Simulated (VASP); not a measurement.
Os:

```
Os
1.0
     2.67829    0.00000    0.00000
    -1.33914    2.31946    0.00000
     0.00000    0.00000    4.23152
Os
2
Direct
  0.66667 0.33333 0.75000
  0.33333 0.66667 0.25000
```

Base run:

| Property | Result |
| --- | --- |
| Program | VASP 6.6.1 |
| Functional | SVWN5 |
| Potentials or basis | VASP PAW PBE potentials, release 64 (Os_sv_GW) |
| Cutoff | 560 eV |
| k mesh | 11 × 11 × 6 |
| Occupations | fermi-dirac, width 0.05 eV |
| Spin | no spin polarisation |

Its results: band gap on the k mesh zero (bands 16 and 17 overlap by 4.30 eV); pressure 18.8 GPa.

Question: After a change of settings the same cell gave: band gap on the k mesh zero (bands 16 and 17 overlap by 4.31 eV); pressure 17.3 GPa. Which change was it?
A. functional from SVWN5 to BLYP; dispersion from none to D4
B. functional from SVWN5 to PBEsol; dispersion from none to D3(BJ)
C. functional from SVWN5 to r2SCAN; cutoff from 560 eV to 620 eV; dispersion from none to rVV10
D. functional from SVWN5 to LDA; potentials or basis from VASP PAW PBE potentials, release 64 (Os_sv_GW) to VASP PAW LDA potentials, release 64 (Os_sv_GW)

Answer: B.

Caveats: the cell stands under pressure; the PAW data sets were made with another functional, which shifts forces and pressure a little; spin-orbit coupling is left out, which moves the levels of the heavy elements.
